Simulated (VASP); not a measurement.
Cs:

```
Cs
1.0
    -3.12847    3.12847    3.12847
     3.12847   -3.12847    3.12847
     3.12847    3.12847   -3.12847
Cs
1
Direct
  0.00000 0.00000 0.00000
```

* Program: VASP 6.6.1
* Task: relaxation of cell and atoms
* Functional: PBEsol
* Dispersion: D4
* Potentials or basis: VASP PAW PBE potentials, release 64 (Cs_sv)
* Cutoff: 600 eV
* k mesh: 6 × 6 × 6
* Occupations: fermi-dirac, width 0.05 eV
* Spin: no spin polarisation

At the start: pressure -0.2 GPa; volume 122.48 Å³/atom.

Question: How do energy, volume and symmetry change on relaxing?

Answer: Over 17 steps the energy falls by 13.6 meV/atom and the volume is 107.33 Å³/atom (-12.4 %); space group Im-3m (No. 229, to 0.1 Å) before and after.

The path:
| step | energy change (eV) | largest force (eV/Å) | pressure (GPa) | volume (Å³) |
| --- | --- | --- | --- | --- |
| 1 | 0.0000 | 0.0000 | -0.24 | 122.48 |
| 2 | -0.0045 | 0.0000 | -0.21 | 119.26 |
| 3 | -0.0125 | 0.0000 | -0.09 | 110.61 |
| 4 | 0.0115 | 0.0000 | 0.31 | 94.56 |
| 5 | 0.0004 | 0.0000 | 0.02 | 106.52 |
| 6 | -0.0136 | 0.0000 | 0.30 | 107.19 |
| 7 | -0.0129 | 0.0000 | -0.07 | 109.81 |
| 8 | -0.0134 | 0.0000 | -0.05 | 108.49 |
| 9 | -0.0135 | 0.0000 | -0.04 | 107.84 |
| 10 | -0.0136 | 0.0000 | -0.04 | 107.52 |
| 11 | -0.0136 | 0.0000 | -0.03 | 107.43 |
| 12 | -0.0135 | 0.0000 | 0.37 | 107.18 |
| 13 | -0.0136 | 0.0000 | -0.03 | 107.41 |
| 14 | -0.0136 | 0.0000 | -0.02 | 107.40 |
| 15 | -0.0136 | 0.0000 | -0.02 | 107.35 |
| 16 | -0.0136 | 0.0000 | 0.06 | 107.25 |
| 17 | -0.0136 | 0.0000 | -0.01 | 107.33 |

Final structure:
```xyz
1
Lattice="-2.9938 2.9938 2.9938 2.9938 -2.9938 2.9938 2.9938 2.9938 -2.9938" Properties=species:S:1:pos:R:3 pbc="T T T"
Cs    0.0000    0.0000    0.0000
```

Caveat: the PAW data sets were made with another functional, which shifts forces and pressure a little.
